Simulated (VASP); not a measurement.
**Ga: relaxation of cell and atoms with PBE**

The system is Ga.

```
Ga
1.0
    -1.35072    1.35072    1.35072
     1.35072   -1.35072    1.35072
     1.35072    1.35072   -1.35072
Ga
1
Cartesian
  0.0000 0.0000 0.0000
```

```yaml
Program: VASP 6.6.1
Task: relaxation of cell and atoms
Functional: PBE
Potentials_or_basis: VASP PAW PBE potentials, release 64 (Ga_d)
Cutoff: 600 eV
k_mesh: 20 × 20 × 20
Occupations: fermi-dirac, width 0.1 eV
Spin: no spin polarisation
Target_pressure: 160 GPa
Dipole_correction: no
Further_INCAR_settings: ALGO = Normal; EDIFF = 1e-06; IBRION = 2; EDIFFG = -0.005; NSW = 32; ISIF = 3
```

- Relaxed volume: 9.88 Å³/atom
- Relaxed cell: a = 2.341 Å, b = 2.341 Å, c = 2.341 Å, α = 109.47°, β = 109.47°, γ = 109.47°
- Space group after relaxing (to 0.05 Å): Im-3m (No. 229)
- Energy change on relaxing (the enthalpy is what falls): -20.7 meV/atom
- Ionic steps: 3
- Pressure after relaxing: 160.1 GPa

Step by step:
| step | energy change (eV) | largest force (eV/Å) | pressure (GPa) | volume (Å³) |
| --- | --- | --- | --- | --- |
| 1 | 0.0000 | 0.0000 | 161.27 | 9.86 |
| 2 | -0.1098 | 0.0000 | 154.01 | 9.97 |
| 3 | -0.0207 | 0.0000 | 160.06 | 9.88 |

Final structure:
```yaml
crystal:
  lattice:
    - [-1.35167, 1.35167, 1.35167]
    - [1.35167, -1.35167, 1.35167]
    - [1.35167, 1.35167, -1.35167]
  atoms:
    - { symbol: Ga, position: [0.00000, 0.00000, 0.00000] }
```

Levels at points of the mesh, in eV from the Fermi level:
```
           k point  band 2  band 3  band 4  band 5  band 6  band 7  band 8  band 9  band 10
(0.00, 0.00, 0.00)  -16.86  -16.86  -16.86  -16.10  -16.10   21.75   21.75   21.75    23.00
(0.50, 0.00, 0.00)  -17.30  -16.13  -16.06  -15.60   -8.02   -4.87   11.49   12.52    15.75
(0.50, 0.50, 0.50)  -17.61  -15.72  -15.72  -15.72    1.45    1.45    1.45    6.53     6.53
```

Wall time 32 s on 1 thread of AMD EPYC 9R45 96-Core Processor (Zen 5) (shared host), peak memory 0.13 GiB.

Caveat: the cell is relaxed towards a set pressure, so the enthalpy falls and the energy may rise.
